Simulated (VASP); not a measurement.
# ScRu3 in VASP: settings compared

The runs below take ScRu3 through single point, relaxation of the atoms, with LDA, PBE.

Program: VASP 6.6.1. These are calculated values, not measurements. Logs are shortened: lines on timing, memory, paths and dates and some standing lists are left out, and cuts for length are marked.

## Step 1: The cell of the first run

It takes space group Pm-3m (No. 221, cubic). Conventional cell: a = 3.938 Å, b = 3.938 Å, c = 3.938 Å, α = 90.00°, β = 90.00°, γ = 90.00°. Ru (site symmetry 4/mmm) has 8 Ru at 2.78 Å and 4 Sc at 2.78 Å within 3.7 Å. Within 3.7 Å of Sc (site symmetry m-3m) lie 12 Ru at 2.78 Å.

## Step 2: Single point, LDA

File INCAR:

```
SYSTEM = ScRu3
PREC = Accurate ; ENCUT = 520
EDIFF = 1E-6 ; ISMEAR = -1
SIGMA = 0.1 ; LREAL = .False.
LASPH = .True. ; NELM = 100
ALGO = Normal ; ISIF = 2
LWAVE = .False. ; LCHARG = .False.
NBANDS = 34
```

File KPOINTS:

```
Automatic mesh
0
Gamma
  8 8 8
  0 0 0
```

File POSCAR:

```
ScRu3
1.0
    3.9384370000      0.0000000000      0.0000000000
    0.0000000000      3.9384370000      0.0000000000
    0.0000000000      0.0000000000      3.9384370000
Ru Sc
3 1
Direct
    0.5000000000      0.5000000000      0.0000000000
    0.5000000000      0.0000000000      0.5000000000
    0.0000000000      0.5000000000      0.5000000000
    0.0000000000      0.0000000000      0.0000000000
```

Potentials or basis: VASP PAW LDA potentials, release 64 (Ru_pv, Sc_sv).

On the command line:

```sh
> cat potpaw_LDA.64/Ru_pv/POTCAR potpaw_LDA.64/Sc_sv/POTCAR > POTCAR
> mpirun -np 1 vasp_std > vasp.out
```

OUTCAR:

```text
SYSTEM = ScRu3
   PREC = Accurate
   ENCUT = 520
   EDIFF = 1E-6
   ISMEAR = -1
   LREAL = .False.
   LASPH = .True.
   NELM = 100
   ISIF = 2

 ion  position               nearest neighbor table
   1  0.500  0.500  0.000-   2 2.78   3 2.78   4 2.78   2 2.78   3 2.78   2 2.78   4 2.78   2 2.78
                             3 2.78   4 2.78   3 2.78   4 2.78
   2  0.500  0.000  0.500-   1 2.78   3 2.78   4 2.78   1 2.78   4 2.78   1 2.78   3 2.78   1 2.78
                             3 2.78   4 2.78   4 2.78   3 2.78
   3  0.000  0.500  0.500-   1 2.78   2 2.78   4 2.78   1 2.78   4 2.78   2 2.78   4 2.78   4 2.78
                             1 2.78   2 2.78   1 2.78   2 2.78
   4  0.000  0.000  0.000-   1 2.78   2 2.78   3 2.78   2 2.78   3 2.78   1 2.78   3 2.78   3 2.78
                             1 2.78   2 2.78   2 2.78   1 2.78

  LATTYP: Found a simple cubic cell.
 ALAT       =     3.9384370000

  Lattice vectors:

 A1 = (   3.9384370000,   0.0000000000,   0.0000000000)
 A2 = (   0.0000000000,   3.9384370000,   0.0000000000)
 A3 = (   0.0000000000,   0.0000000000,   3.9384370000)

Analysis of symmetry for initial positions (statically):
=====================================================================
 Subroutine PRICEL returns:
 Original cell was already a primitive cell.

 Routine SETGRP: Setting up the symmetry group for a
 simple cubic supercell.

 Subroutine GETGRP returns: Found 48 space group operations
 (whereof 48 operations were pure point group operations)
 out of a pool of 48 trial point group operations.

The static configuration has the point symmetry O_h .

Analysis of symmetry for dynamics (positions and initial velocities):
=====================================================================
 Subroutine PRICEL returns:
 Original cell was already a primitive cell.

 Routine SETGRP: Setting up the symmetry group for a
 simple cubic supercell.

 Subroutine GETGRP returns: Found 48 space group operations
 (whereof 48 operations were pure point group operations)
 out of a pool of 48 trial point group operations.

The dynamic configuration has the point symmetry O_h .

 Subroutine INISYM returns: Found 48 space group operations
 (whereof 48 operations are pure point group operations),
 and found     1 'primitive' translations

----------------------------------------------------------------------------------------

                                     Primitive cell

  volume of cell :      61.0902

  direct lattice vectors                    reciprocal lattice vectors
     3.938437000  0.000000000  0.000000000     0.253907832  0.000000000  0.000000000
     0.000000000  3.938437000  0.000000000     0.000000000  0.253907832  0.000000000
     0.000000000  0.000000000  3.938437000     0.000000000  0.000000000  0.253907832

  length of vectors
     3.938437000  3.938437000  3.938437000     0.253907832  0.253907832  0.253907832

  position of ions in fractional coordinates (direct lattice)
     0.500000000  0.500000000  0.000000000
     0.500000000  0.000000000  0.500000000
     0.000000000  0.500000000  0.500000000
     0.000000000  0.000000000  0.000000000

  ion indices of the primitive-cell ions
   primitive index   ion index
                 1           1
                 2           2
                 3           3
                 4           4

----------------------------------------------------------------------------------------

 KPOINTS: Automatic mesh

Automatic generation of k-mesh.
 Grid dimensions read from file:
 generate k-points for:    8    8    8

 Generating k-lattice:

  Cartesian coordinates                     Fractional coordinates (reciprocal lattice)
     0.031738479  0.000000000  0.000000000     0.125000000  0.000000000  0.000000000
     0.000000000  0.031738479  0.000000000     0.000000000  0.125000000  0.000000000
     0.000000000  0.000000000  0.031738479     0.000000000  0.000000000  0.125000000

  Length of vectors
     0.031738479  0.031738479  0.031738479

  Shift w.r.t. Gamma in fractional coordinates (k-lattice)
     0.000000000  0.000000000  0.000000000

 Subroutine IBZKPT returns following result:
 ===========================================

 Found     35 irreducible k-points:

 Following reciprocal coordinates:
            Coordinates               Weight
  0.000000  0.000000  0.000000      1.000000
  0.125000  0.000000  0.000000      6.000000
  0.250000  0.000000  0.000000      6.000000
  0.375000  0.000000  0.000000      6.000000
  0.500000  0.000000  0.000000      3.000000
  0.125000  0.125000  0.000000     12.000000
[... 16 lines left out ...]
  0.375000  0.375000  0.125000     24.000000
  0.500000  0.375000  0.125000     24.000000
 [... further k-points ...]
   k-points           NKPTS =     35   k-points in BZ     NKDIM =     35   number of bands    NBANDS=     34
   number of dos      NEDOS =    301   number of ions     NIONS =      4
   total plane-waves  NPLWV =  27000
   dimension x,y,z NGX =    30 NGY =   30 NGZ =   30
   dimension x,y,z NGXF=    60 NGYF=   60 NGZF=   60
   ions per type =               3   1
   NGX,Y,Z   is equivalent  to a cutoff of  12.66, 12.66, 12.66 a.u.
   NGXF,Y,Z  is equivalent  to a cutoff of  25.33, 25.33, 25.33 a.u.
 SYSTEM =  ScRu3
   PREC   = accura    normal or accurate (medium, high low for compatibility)
   ISTART =      0    job   : 0-new  1-cont  2-samecut
   ICHARG =      2    charge: 1-file 2-atom 10-const
   ISPIN  =      1    spin polarized calculation?
   LNONCOLLINEAR =      F non collinear calculations
   LSORBIT =      F    spin-orbit coupling
   LASPH  =      T    aspherical Exc in radial PAW
   ENCUT  =  520.0 eV  38.22 Ry    6.18 a.u.   7.32  7.32  7.32*2*pi/ulx,y,z
   NELM   =    100;   NELMIN=  2; NELMDL= -5     # of ELM steps
   EDIFF  = 0.1E-05   stopping-criterion for ELM
   LREAL  =      F    real-space projection
[... 7 lines left out ...]
   TEBEG  =    0.0;   TEEND  =   0.0 temperature during run
   PSTRESS=    0.0 pullay stress
   NELECT =      53.0000    total number of electrons
   NUPDOWN=      -1.0000    fix difference up-down
   EMIN   =  10.00;   EMAX   =-10.00  energy-range for DOS
   EFERMI =   0.00;   METHOD = LEGACY
   ISMEAR =    -1;   SIGMA  =   0.10  broadening in eV -4-tet -1-fermi 0-gaus
   EFERMI_NEDOS =   21; number of points for ismear=-14 and -15
   IALGO  =     38    algorithm
   IMIX   =      4    mixing-type and parameters
     AMIX     =   0.40;   BMIX     =  1.00
     AMIX_MAG =   1.60;   BMIX_MAG =  1.00
  volume/ion in A,a.u.               =      15.27       103.06
  Fermi-wavevector in a.u.,A,eV,Ry     =   1.561383  2.950587 33.169889  2.437918
  Thomas-Fermi vector in A             =   2.664457
   LORBIT       =      0    0 simple, 1 ext, 2 COOP (PROOUT), +10 PAW based schemes
   GGA     = CA    functional components
   LHFCALC =     F    Hartree Fock is set to
   AEXX    =    0.0000 exact exchange contribution
   IVDW    =     0    specifies the selected vdW correction
   LEPSILON=     F    determine dielectric tensor
   LRPA    =     F    only Hartree local field effects (RPA)
 non-spin polarized calculation
  energy-cutoff  :      520.00
  volume of cell :       61.09
 maximum number of plane-waves:      1671
 NGX is ok and might be reduce to    30
   NGX = 15   NGY = 15   NGZ = 15

 number of electron      52.9999967 magnetization

 Free energy of the ion-electron system (eV)
  ---------------------------------------------------
  ext. energy  EPLUGINS =         0.00000000
  ---------------------------------------------------
  free energy    TOTEN  =       -38.78580716 eV

  energy without entropy =      -38.58399249  energy(sigma->0) =      -38.68489983

 E-fermi :   9.3584     XC(G=0): -13.3076

 val. band max:        9.3455015742   @ k =   0.3750   0.3750   0.3750
 cond. band min:       9.3629762276   @ k =   0.2500   0.2500   0.1250
 fundamental gap:      0.0174746534
 Fermi energy:         9.3584119931

 k-point     1 :       0.0000    0.0000    0.0000
  band No.  band energies     occupation
      1     -38.2005      2.00000
      2     -32.9480      2.00000
      3     -32.9480      2.00000
      4     -32.9480      2.00000
      5     -32.5807      2.00000
      6     -32.5807      2.00000
[... 26 lines left out ...]
     33      13.7902      0.00000
     34      13.7902      0.00000

 k-point     2 :       0.1250    0.0000    0.0000
  band No.  band energies     occupation
      1     -38.2013      2.00000
      2     -32.9375      2.00000
      3     -32.9375      2.00000
      4     -32.9297      2.00000
      5     -32.5841      2.00000
      6     -32.5841      2.00000
[... 26 lines left out ...]
     33      13.6664      0.00000
     34      13.8190      0.00000

 k-point     3 :       0.2500    0.0000    0.0000
  band No.  band energies     occupation
      1     -38.2031      2.00000
      2     -32.9095      2.00000
      3     -32.9095      2.00000
      4     -32.8779      2.00000
      5     -32.5957      2.00000
      6     -32.5957      2.00000
[... 26 lines left out ...]
     33      13.3846      0.00000
     34      13.4955      0.00000

 k-point     4 :       0.3750    0.0000    0.0000
  band No.  band energies     occupation
      1     -38.2049      2.00000
      2     -32.8762      2.00000
      3     -32.8762      2.00000
      4     -32.8018      2.00000
      5     -32.6143      2.00000
      6     -32.6143      2.00000
[... 26 lines left out ...]
     33      13.0662      0.00000
     34      13.1275      0.00000

 k-point     5 :       0.5000    0.0000    0.0000
  band No.  band energies     occupation
      1     -38.2056      2.00000
      2     -32.8600      2.00000
      3     -32.8600      2.00000
      4     -32.7382      2.00000
      5     -32.6616      2.00000
      6     -32.6252      2.00000
[... 621 lines left out ...]
 k-point    22 :       0.5000    0.2500    0.1250
  band No.  band energies     occupation
      1     -38.2041      2.00000
      2     -32.9630      2.00000
      3     -32.7776      2.00000
      4     -32.7585      2.00000
      5     -32.7097      2.00000
      6     -32.6948      2.00000
[... 26 lines left out ...]
     33      12.8328      0.00000
     34      13.1078      0.00000

 k-point    23 :       0.3750    0.3750    0.1250
  band No.  band energies     occupation
      1     -38.2034      2.00000
      2     -32.9859      2.00000
      3     -32.8060      2.00000
      4     -32.7408      2.00000
      5     -32.7185      2.00000
      6     -32.6668      2.00000
[... 26 lines left out ...]
     33      12.8595      0.00000
     34      13.1742      0.00000

 k-point    24 :       0.5000    0.3750    0.1250
  band No.  band energies     occupation
      1     -38.2032      2.00000
      2     -32.9907      2.00000
      3     -32.8219      2.00000
      4     -32.7263      2.00000
      5     -32.7125      2.00000
      6     -32.6827      2.00000
[... 26 lines left out ...]
     33      13.0722      0.00000
     34      13.1601      0.00000

 [... further k-points ...]

------------------------ aborting loop because EDIFF is reached ----------------------------------------

  FORCE on cell =-STRESS in cart. coord.  units (eV):
  Direction    XX          YY          ZZ          XY          YZ          ZX
  --------------------------------------------------------------------------------------
  -------------------------------------------------------------------------------------
  Total       -5.2476659     -5.2476659     -5.2476659      0.0000000      0.0000000      0.0000000
  in kB     -137.6274474   -137.6274474   -137.6274474      0.0000000      0.0000000      0.0000000
  external PRESSURE =    -137.6274474 kB  Pullay stress =       0.0000000 kB

 VOLUME and BASIS-vectors are now :
 -----------------------------------------------------------------------------
  energy-cutoff  :      520.00
  volume of cell :       61.09
      direct lattice vectors                 reciprocal lattice vectors
     3.938437000  0.000000000  0.000000000     0.253907832  0.000000000  0.000000000
     0.000000000  3.938437000  0.000000000     0.000000000  0.253907832  0.000000000
     0.000000000  0.000000000  3.938437000     0.000000000  0.000000000  0.253907832

 POSITION                                       TOTAL-FORCE (eV/Angst)
 -----------------------------------------------------------------------------------
      1.96922      1.96922      0.00000         0.000000      0.000000      0.000000
      1.96922      0.00000      1.96922         0.000000      0.000000      0.000000
      0.00000      1.96922      1.96922         0.000000      0.000000      0.000000
      0.00000      0.00000      0.00000         0.000000      0.000000      0.000000
 -----------------------------------------------------------------------------------
    total drift:                                0.000000      0.000000     -0.000000

  FREE ENERGIE OF THE ION-ELECTRON SYSTEM (eV)
  ---------------------------------------------------
  free  energy   TOTEN  =       -38.7858071593 eV

  energy  without entropy=      -38.5839924915  energy(sigma->0) =      -38.68489983
```

Run time: 53 s. Hardware: 1 thread of AMD EPYC 7R13 (Zen 3), shared host; peak memory 0.16 GiB.

What came out:

```yaml
Free_energy: -38.7858 eV
Pressure: -13.8 GPa
```

Levels at points of the mesh, in eV from the Fermi level:
| k point | band 24 | band 25 | band 26 | band 27 | band 28 | band 29 | band 30 | band 31 |
| --- | --- | --- | --- | --- | --- | --- | --- | --- |
| (0.00, 0.00, 0.00) | 0.67 | 0.67 | 1.79 | 2.25 | 2.25 | 2.25 | 3.92 | 3.92 |
| (0.50, 0.00, 0.00) | -0.85 | -0.58 | -0.19 | -0.19 | -0.09 | 0.94 | 2.26 | 2.64 |
| (0.50, 0.50, 0.00) | -1.50 | -0.75 | -0.72 | -0.72 | -0.12 | 0.11 | 0.22 | 3.17 |
| (0.50, 0.50, 0.50) | -0.50 | -0.50 | 1.10 | 1.65 | 1.65 | 1.65 | 1.82 | 1.82 |

## Step 3: Single point, LDA

File INCAR:

```
PREC     = Accurate       # precision mode
ENCUT    = 520            # plane-wave cutoff, eV
EDIFF    = 1E-7           # SCF threshold, eV
ISMEAR   = -1             # smearing method
SIGMA    = 0.1            # smearing width, eV
LREAL    = F              # projectors in reciprocal space
LASPH    = T              # aspherical terms in the spheres
NELM     = 80             # most SCF steps
ALGO     = Normal         # electronic algorithm
ISIF     = 2              # what is computed and relaxed
LWAVE    = F              # write WAVECAR
LCHARG   = F              # write CHGCAR
GGA      = CA             # functional
NBANDS   = 34             # bands
```

File KPOINTS:

```
regular mesh
0
Gamma
  9 9 9
```

POSCAR is that of step 2.

Potentials or basis: VASP PAW LDA potentials, release 64 (Ru_pv, Sc_sv).

On the command line:

```sh
> cat potpaw_LDA.64/Ru_pv/POTCAR potpaw_LDA.64/Sc_sv/POTCAR > POTCAR
> mpirun -np 1 vasp_std > vasp.out
```

It took 60 s on 1 thread of AMD EPYC 7R13 (Zen 3), shared host; peak memory 0.15 GiB.

The run converged. Its results:

```
Free energy : -38.7866 eV
Pressure    : -13.8 GPa
```

Levels at points of the mesh, in eV from the Fermi level:
```tsv
k point	band 25	band 26	band 27	band 28	band 29	band 30
(0.00, 0.00, 0.00)	0.66	1.78	2.24	2.24	2.24	3.90
```

## Step 4: Single point, LDA

File INCAR:

```
SYSTEM = ScRu3
PREC = Accurate ; ENCUT = 520
EDIFF = 1E-7 ; ISMEAR = -1
SIGMA = 0.1 ; LREAL = .False.
LASPH = .True. ; NELM = 60
ALGO = Fast ; ISIF = 2
LWAVE = .False. ; LCHARG = .False.
NBANDS = 34
```

File KPOINTS:

```
regular mesh
0
Gamma
  11 11 11
  0 0 0
```

POSCAR is that of step 3.

On the command line:

```sh
> cat potpaw_LDA.64/Ru_pv/POTCAR potpaw_LDA.64/Sc_sv/POTCAR > POTCAR
> mpirun -np 1 vasp_std > vasp.out
```

Run time: 2.3 min. Hardware: 1 thread of AMD EPYC 7R13 (Zen 3), shared host; peak memory 0.18 GiB.

It converged, with:

```yaml
Free_energy: -38.7889 eV
Pressure: -13.8 GPa
```

Levels at points of the mesh, in eV from the Fermi level:
```
           k point  band 23  band 24  band 25  band 26  band 27  band 28  band 29  band 30  band 31  band 32
(0.00, 0.00, 0.00)    -1.09     0.67     0.67     1.79     2.25     2.25     2.25     3.91     3.91     3.91
```

## Step 5: Relaxation of the atoms, PBE

This run uses another cell than the first one, of 15.89 Å³/atom, 1.040 times its volume.

File INCAR:

```
  ALGO = Fast
  EDIFF = 1E-7
  EDIFFG = -0.01
  ENCUT = 520
  GGA = PE
  IBRION = 2
  ISIF = 2
  ISMEAR = -1
  LASPH = T
  LCHARG = F
  LREAL = F
  LWAVE = F
  NELM = 100
  NSW = 60
  PREC = Accurate
  SIGMA = 0.05
```

File KPOINTS:

```
k-points
0
Gamma
  6 6 6
```

Changes to POSCAR since step 4:

```diff
@@ -2,4 +2,4 @@
 1.0
-    3.9384370000      0.0000000000      0.0000000000
-    0.0000000000      3.9384370000      0.0000000000
+    4.0172057400      0.0000000000      0.0000000000
+    0.0000000000      4.0172057400      0.0000000000
     0.0000000000      0.0000000000      3.9384370000
```

Potentials or basis: VASP PAW PBE potentials, release 64 (Ru_pv, Sc_sv).

On the command line:

```sh
> cat potpaw_PBE.64/Ru_pv/POTCAR potpaw_PBE.64/Sc_sv/POTCAR > POTCAR
> mpirun -np 1 vasp_std > vasp.out
```

It took 3.4 min on 1 thread of AMD EPYC 7R13, shared host; peak memory 0.18 GiB.

The run converged. Its results:

```
Free energy             : -33.9708 eV
Pressure after relaxing : -8.9 GPa
```

Stress tensor (GPa, compression positive):
```
-9.55  0.00  0.00
 0.00 -9.55  0.00
 0.00  0.00 -7.60
```

Final structure:
```
Ru Sc
1.0
     4.01721    0.00000    0.00000
     0.00000    4.01721    0.00000
     0.00000    0.00000    3.93844
Ru Sc
3 1
Direct
  0.50000 0.50000 0.00000
  0.50000 0.00000 0.50000
  0.00000 0.50000 0.50000
  0.00000 0.00000 0.00000
```

Levels at points of the mesh, in eV from the Fermi level:
```csv
k point,band 23,band 24,band 25,band 26,band 27,band 28,band 29,band 30,band 31
"(0.00, 0.00, 0.00)",-0.91,0.54,0.72,1.69,2.03,2.15,2.16,3.63,3.64
"(0.50, 0.00, 0.00)",-1.77,-0.87,-0.58,-0.17,-0.14,-0.08,0.91,2.16,2.63
"(0.50, 0.50, 0.00)",-1.76,-1.41,-0.72,-0.69,-0.69,-0.07,0.08,0.15,3.09
"(0.00, 0.00, 0.50)",-1.85,-0.68,-0.44,-0.22,-0.22,-0.02,0.82,2.03,2.54
"(0.50, 0.00, 0.50)",-1.82,-1.39,-0.66,-0.64,-0.64,-0.06,0.15,0.21,3.10
"(0.50, 0.50, 0.50)",-1.08,-0.55,-0.36,1.06,1.52,1.52,1.54,1.69,1.77
```

Caveat: the relaxation stopped at its first step, so nothing moved.

## Step 6: The runs side by side

| task | level | potentials or basis | cell | k mesh | smearing | gap on the mesh (eV) | pressure (GPa) |
| --- | --- | --- | --- | --- | --- | --- | --- |
| single point | LDA | VASP PAW LDA potentials, release 64 (Ru_pv, Sc_sv) | a = 3.938 Å, 4 atoms | 8 × 8 × 8 | fermi-dirac 0.1 eV | none | -13.8 |
| single point | LDA | VASP PAW LDA potentials, release 64 (Ru_pv, Sc_sv) | a = 3.938 Å, 4 atoms | 9 × 9 × 9 | fermi-dirac 0.1 eV | none | -13.8 |
| single point | LDA | VASP PAW LDA potentials, release 64 (Ru_pv, Sc_sv) | a = 3.938 Å, 4 atoms | 11 × 11 × 11 | fermi-dirac 0.1 eV | none | -13.8 |
| relaxation of the atoms | PBE | VASP PAW PBE potentials, release 64 (Ru_pv, Sc_sv) | atoms relaxed from a = 4.017, b = 4.017, c = 3.938 Å, 4 atoms | 6 × 6 × 6 | fermi-dirac 0.05 eV | none | -8.9 |

Alike in all rows: no spin polarisation; cutoff (eV) 520.

Caveats: the relaxation stopped at its first step, so nothing moved (some runs).

Absolute energies hang on the potentials; compare differences alone.
